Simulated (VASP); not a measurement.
A run of VASP 6.6.1 is set up as follows.

File INCAR:

```
SYSTEM = LuNO
PREC = Accurate
ENCUT = 600
EDIFF = 1E-6
ISMEAR = 0
SIGMA = 0.1
LREAL = .False.
LASPH = .True.
NELM = 60
ALGO = Normal
ISIF = 3
LWAVE = .False.
LCHARG = .False.
GGA = PE
IBRION = 2
NSW = 90
EDIFFG = -0.04
```

File KPOINTS:

```
regular mesh
0
Gamma
  6 6 6
  0 0 0
```

File POSCAR:

```
LuNO
1.0
    3.8713304300      0.0000000000      0.0000000000
   -1.9356652100      3.3526705000      0.0000000000
    0.0000000000      0.0000000000      3.3897148900
Lu N O
1 1 1
Direct
    0.3333333300      0.6666666700      0.0000000000
    0.0000000000      0.0000000000      0.5000000000
    0.6666666700      0.3333333300      0.5000000000
```

Potentials or basis: VASP PAW PBE potentials, release 64 (Lu, N, O).

Command:

```sh
$ cat potpaw_PBE.64/Lu/POTCAR potpaw_PBE.64/N/POTCAR potpaw_PBE.64/O/POTCAR > POTCAR
$ mpirun -np 1 vasp_std > vasp.out
```

(1) What does it give for the relaxed cell?

(2) What does it give for the band gap on the k mesh?

(3) Predict the relaxed volume.

(4) What does it give for the space group after relaxing (to 0.05 Å)?

Results:

(1) a = 3.582 Å, b = 3.582 Å, c = 3.034 Å, α = 90.00°, β = 90.00°, γ = 120.00°.

(2) zero (band 18 reaches 4.83 eV, above the bottom of band 19 at 3.22 eV).

(3) 11.24 Å³/atom.

(4) P-6m2 (No. 187).

Caveat: the volume moved by over 15 % at a fixed basis, so the end points are rough; spin-orbit coupling is left out, which moves the levels of the heavy elements.
